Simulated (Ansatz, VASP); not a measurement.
**One calculation of C, two programs**

```
C
1.0
     0.00000    1.81838    1.81838
     1.81838    0.00000    1.81838
     1.81838    1.81838    0.00000
C
2
Direct
  0.50000 0.50000 0.50000
  0.75000 0.75000 0.75000
```

Change from the starting cell: volume scaled by 1.06, PAW files.

Alike in both runs: task electric field gradients; functional PBE; k mesh 20 × 20 × 20; occupations fermi-dirac, width 0.08 eV; no spin polarisation.

|  | VASP | Ansatz |
| --- | --- | --- |
| version | VASP 6.6.1 | Ansatz 0.2.0 |
| potentials or method | VASP PAW PBE potentials, release 64 (C) | PAW with Ansatz's default frozen-core files, scalar-relativistic |
| plane-wave cutoff (eV) | 520 | 420 |
| valence electrons in the cell | 8 | 8 |

Ansatz gave:

- gap on the k mesh at the Fermi level (eV): 4.02
- pressure (GPa): -21.2

Question: What did VASP give for the same quantities?

Answer: gap on the k mesh at the Fermi level (eV): 4.00; pressure (GPa): -20.8.
